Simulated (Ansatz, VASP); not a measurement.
InP: VASP beside Ansatz

```
In P
1.0
     0.00000    2.70950    2.70950
     2.70950    0.00000    2.70950
     2.70950    2.70950    0.00000
In P
1 1
Direct
  0.00000 0.00000 0.00000
  0.50000 0.50000 0.50000
```

Alike in both runs: task single point; functional LDA; k mesh 6 × 6 × 6; occupations gaussian, width 0.05 eV; no spin polarisation.

```csv
,VASP,Ansatz
version,VASP 6.6.1,Ansatz 0.2.0
potentials or method,"VASP PAW LDA potentials, release 64 (In_d, P), cutoff 500 eV","scalar-relativistic, plane waves, PAW"
valence electrons in the cell,18,18
```

Ansatz gave:

* gap on the k mesh at the Fermi level (eV): none
* pressure (GPa): 0.0

Question: Which values does VASP return?

Answer: gap on the k mesh at the Fermi level (eV): none; pressure (GPa): 0.1.

LDA's correlation is that of Perdew and Zunger in VASP and of Perdew and Wang (1992) in Ansatz. A gap of «none» marks a metal or a gap that the smearing closes.
